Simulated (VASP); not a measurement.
Input of a VASP 6.6.1 run:

Contents of INCAR:

```
SYSTEM = AlB3P4
PREC = Accurate
ENCUT = 500
EDIFF = 1E-7
ISMEAR = -1
SIGMA = 0.02
LREAL = .False.
LASPH = .True.
NELM = 120
ALGO = Normal
ISIF = 3
LWAVE = .False.
LCHARG = .False.
GGA = PE
IBRION = 2
NSW = 80
EDIFFG = -0.005
GGA_COMPAT = .False.
NELMIN = 4
```

File KPOINTS:

```
Automatic mesh
0
Gamma
  8 8 4
  0 0 0
```

POSCAR

```
AlB3P4
1.0
    5.3600374384     -1.6161120950      0.0000000000
    5.3600374384      1.6161120950      0.0000000000
   -0.9745522615      0.0000000000      5.5129001020
B Al P
3 1 4
Direct
    0.0000000000      0.0000000000      0.0000000000
    0.5000000000      0.5000000000      0.5000000000
    0.2500000000      0.2500000000      0.7500000000
    0.7500000000      0.7500000000      0.2500000000
    0.5625000000      0.5625000000      0.1875000000
    0.0625000000      0.0625000000      0.6875000000
    0.8125000000      0.8125000000      0.9375000000
    0.3125000000      0.3125000000      0.4375000000
```

Potentials or basis: VASP PAW PBE potentials, release 64 (B, Al, P).

Run with:

```sh
$ cat potpaw_PBE.64/B/POTCAR potpaw_PBE.64/Al/POTCAR potpaw_PBE.64/P/POTCAR > POTCAR
$ mpirun -np 1 vasp_std > vasp.out
```

**Question.** What does it give for the relaxed volume?

**Answer.** 13.84 Å³/atom.

**Question.** Predict the space group after relaxing (to 0.1 Å).

**Answer.** Cm (No. 8).

**Question.** What does it give for the relaxed cell?

**Answer.** a = 5.875 Å, b = 5.875 Å, c = 5.940 Å, α = 99.02°, β = 99.02°, γ = 33.19°.

The path:
```
step  energy change (eV)  largest force (eV/Å)  pressure (GPa)  volume (Å³)
   1              0.0000                8.1659           35.12        95.51
   2             -1.0666                2.8931          -17.57       136.45
   3             -3.5224                1.0779           -3.26       114.14
   4             -3.5325                1.0527           -2.24       113.27
   5             -3.5338                1.0386           -1.67       112.79
   6             -3.6652                0.5293           -0.22       111.20
   7             -3.6739                0.5389            0.33       110.69
   8             -3.7003                0.2377            0.26       110.53
   9             -3.7030                0.2083            0.25       110.57
  10             -3.7088                0.1120           -0.15       110.86
  11             -3.7097                0.1002           -0.41       111.04
  12             -3.7114                0.0535            0.15       110.59
  13             -3.7114                0.0532            0.14       110.60
  14             -3.7120                0.0321            0.05       110.68
  15             -3.7120                0.0353            0.02       110.70
  16             -3.7121                0.0247           -0.04       110.75
  17             -3.7121                0.0140           -0.03       110.74
  18             -3.7121                0.0126            0.01       110.71
  19             -3.7122                0.0139            0.03       110.70
  20             -3.7122                0.0087            0.00       110.72
  21             -3.7122                0.0153           -0.05       110.75
  22             -3.7122                0.0124           -0.03       110.74
  23             -3.7122                0.0058           -0.01       110.72
  24             -3.7122                0.0059            0.00       110.72
  25             -3.7122                0.0025            0.00       110.71
```

Caveat: the volume moved by over 15 % at a fixed basis, so the end points are rough.
